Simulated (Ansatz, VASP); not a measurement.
# Two plane-wave programs on Mo

INCAR

```
ALGO = Fast ; EDIFF = 1E-6
ENCUT = 520 ; GGA = PE
ISIF = 2 ; ISMEAR = 0
LASPH = True ; LCHARG = False
LREAL = False ; LWAVE = False
NBANDS = 13 ; NELM = 100
PREC = Accurate ; SIGMA = 0.15
```

File KPOINTS:

```
k-points
0
Gamma
  26 26 26
```

The input POSCAR:

```
Mo
1.0
   -1.5802194356      1.6434282130      1.5802194356
    1.5802194356     -1.6434282130      1.5802194356
    1.5802194356      1.6434282130     -1.5802194356
Mo
1
Direct
    0.0000000000      0.0000000000      0.0000000000
```

Input for Ansatz:

```yaml
crystal:
  lattice:
    - [-1.5802194356, 1.643428213, 1.5802194356]
    - [1.5802194356, -1.643428213, 1.5802194356]
    - [1.5802194356, 1.643428213, -1.5802194356]
  atoms:
    - { symbol: Mo, position: [0.0, 0.0, 0.0] }
basis:
  ecutwfc: 420
kpoints:
  mp_grid: { grid: [26, 26, 26] }
hamiltonian:
  xc: pbe
scf:
  occupations: { method: gaussian, width: 0.15 }
output:
  forces: true
  stress: true
  eigenvalues: true
```

Change from the starting cell: strain +0.0400 x Voigt [0, 1, 0, 0, 0, 0], atoms carried along.

Alike in both runs: task single point; functional PBE; k mesh 26 × 26 × 26; occupations gaussian, width 0.15 eV; no spin polarisation.

|  | VASP | Ansatz |
| --- | --- | --- |
| version | VASP 6.6.1 | Ansatz 0.2.0 |
| potentials or method | VASP PAW PBE potentials, release 64 (Mo_sv), cutoff 520 eV | scalar-relativistic, plane waves, PAW |
| valence electrons in the cell | 14 | 14 |

VASP gave:

| Quantity | Value |
| --- | --- |
| gap on the k mesh at the Fermi level (eV) | none |
| pressure (GPa) | -8.6 |
| traceless stress, the component that is largest in VASP (GPa) | -7.03 |

Question: Which values does Ansatz return?

Answer: gap on the k mesh at the Fermi level (eV): none; pressure (GPa): -9.1; traceless stress, the component that is largest in VASP (GPa): -7.04.

A gap of «none» marks a metal or a gap that the smearing closes.
